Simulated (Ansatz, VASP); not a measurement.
**Hg in VASP and in Ansatz**

INCAR

```
ALGO = Fast ; EDIFF = 1E-7
ENCUT = 520 ; GGA = PE
ISIF = 2 ; ISMEAR = -1
LASPH = True ; LCHARG = True
LELF = True ; LREAL = False
LVHAR = True ; LWAVE = False
NBANDS = 12 ; NELM = 100
PREC = Accurate ; SIGMA = 0.05
```

File KPOINTS:

```
k-points
0
Gamma
  10 9 10
```

File POSCAR:

```
Hg
1.0
    0.0480340600      2.2784889700      2.5908180500
    2.4057747100     -0.0019307600      2.6407828700
    2.3209572900      2.2436363700      0.0828866600
Hg
1
Direct
    0.0000000000      0.0000000000      0.0000000000
```

The input input.yaml:

```yaml
crystal:
  lattice:
    - [0.04803406, 2.27848897, 2.59081805]
    - [2.40577471, -0.00193076, 2.64078287]
    - [2.32095729, 2.24363637, 0.08288666]
  atoms:
    - { symbol: Hg, position: [0.0, 0.0, 0.0] }
kpoints:
  mp_grid: { grid: [10, 9, 10] }
scf:
  occupations: { method: fermi_dirac, width: 0.05 }
hamiltonian:
  xc: pbe
  pseudopotentials: { kind: all_electron, lapw: { basis_error: 0.001 } }
output:
  forces: true
  stress: true
  eigenvalues: true
  populations: true
```

Change from the starting cell: cell sheared at random, sigma 0.06, atoms nudged by 0.01 Å.

Alike in both runs: task single point; functional PBE; k mesh 10 × 9 × 10; occupations fermi-dirac, width 0.05 eV; no spin polarisation.

```csv
,VASP,Ansatz
version,VASP 6.6.1,Ansatz 0.2.0
potentials or method,"VASP PAW PBE potentials, release 64 (Hg), cutoff 520 eV","all-electron LAPW, scalar-relativistic"
```

Ansatz gave:

* gap on the k mesh at the Fermi level (eV): none
* pressure (GPa): 1.0
* traceless stress, the component that is largest in VASP (GPa): -0.18

Task: Estimate VASP's values.

Result: gap on the k mesh at the Fermi level (eV): none; pressure (GPa): 1.2; traceless stress, the component that is largest in VASP (GPa): -0.17.

A gap of «none» marks a metal or a gap that the smearing closes. Ansatz ran all-electron here, and VASP with PAW potentials.

Neither program's run includes spin-orbit coupling.
